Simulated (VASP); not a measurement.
Crystal: Ni.

```
CELL_PARAMETERS angstrom
0.00000 1.76194 1.76194
1.76194 0.00000 1.76194
1.76194 1.76194 0.00000
ATOMIC_POSITIONS crystal
Ni 0.00000 0.00000 0.00000
```

Base run:

```yaml
Program: VASP 6.6.1
Functional: r2SCAN
Potentials_or_basis: VASP PAW PBE potentials, release 64 (Ni)
Cutoff: 660 eV
k_mesh: 14 × 14 × 14
Occupations: fermi-dirac, width 0.003 eV
Spin: collinear spin, ferromagnetic start
Starting_moments: "[2.0] μB"
```

Its results: pressure -7.4 GPa; net moment 0.75 μB per cell; site moments Ni +0.78 μB.

Q: The run is repeated on the same cell with these changes: occupations from fermi-dirac, width 0.003 eV to fermi-dirac, width 0.1 eV. What comes out?

A: Pressure -6.9 GPa; net moment 0.74 μB per cell; site moments Ni +0.77 μB.

Caveats: the cell stands under tension; the PAW data sets were made with another functional, which shifts forces and pressure a little.
